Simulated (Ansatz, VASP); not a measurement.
# TiO2 in VASP and in Ansatz

```
Ti O
1.0
    -1.89250    1.89250    4.70943
     1.89250   -1.89250    4.70943
     1.89250    1.89250   -4.70943
Ti O
2 4
Direct
  0.00000 0.00000 0.00000
  0.75000 0.25000 0.50000
  0.20660 0.20660 0.00000
  0.95660 0.45660 0.50000
  0.54340 0.04340 0.50000
  0.79340 0.79340 0.00000
```

Change from the starting cell: zz strain of -1 %.

Alike in both runs: task single point; functional LDA; k mesh 13 × 13 × 13; occupations fermi-dirac, width 0.08 eV; no spin polarisation.

```csv
,VASP,Ansatz
version,VASP 6.6.1,Ansatz 0.2.0
potentials or method,"VASP PAW LDA potentials, release 64 (Ti_sv, O), cutoff 520 eV","all-electron LAPW, scalar-relativistic"
```

|  | VASP | Ansatz | Ansatz less VASP |
| --- | --- | --- | --- |
| pressure (GPa) | -2.4 | -3.4 | -0.99 |
| traceless stress, the component that is largest in VASP (GPa) | 4.42 | 4.27 | -0.157 |
| rms of the force components (eV/Å) | 0.166 | 0.149 | -0.0172 |

LDA's correlation is that of Perdew and Zunger in VASP and of Perdew and Wang (1992) in Ansatz. Atom by atom the forces differ by 0.017 eV/Å (rms over components). Ansatz ran all-electron here, and VASP with PAW potentials.
